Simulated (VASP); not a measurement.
A run of VASP 6.6.1:

The input INCAR:

```
SYSTEM = Ti
PREC = Accurate
ENCUT = 520
EDIFF = 1E-7
ISMEAR = -1
SIGMA = 0.1
LREAL = .False.
LASPH = .True.
NELM = 60
ALGO = Normal
ISIF = 2
LWAVE = .False.
LCHARG = .False.
GGA = PE
NBANDS = 25
```

Contents of KPOINTS:

```
Automatic mesh
0
Gamma
  9 9 12
  0 0 0
```

Contents of POSCAR:

```
Ti
1.0
    4.0729702050      0.0000000000      0.0000000000
   -2.0364851025      3.5272956664      0.0000000000
    0.0000000000      0.0000000000      2.5509530478
Ti
3
Direct
    0.0000000000      0.0000000000      0.0000000000
    0.3333333333      0.6666666667      0.5000000000
    0.6666666667      0.3333333333      0.5000000000
```

Potentials or basis: VASP PAW PBE potentials, release 64 (Ti_sv).

Launch:

```bash
$ cat potpaw_PBE.64/Ti_sv/POTCAR > POTCAR
$ mpirun -np 1 vasp_std > vasp.out
```

Hardware: 1 thread of Intel(R) Xeon(R) 6975P-C (Granite Rapids), with other jobs on the host.

Q: How long does it take, and how much memory?

A: It took 45 s on 1 thread of Intel(R) Xeon(R) 6975P-C (Granite Rapids), with other jobs on the host, peak memory 0.18 GiB. Counts: scf iterations 17, k points 84.
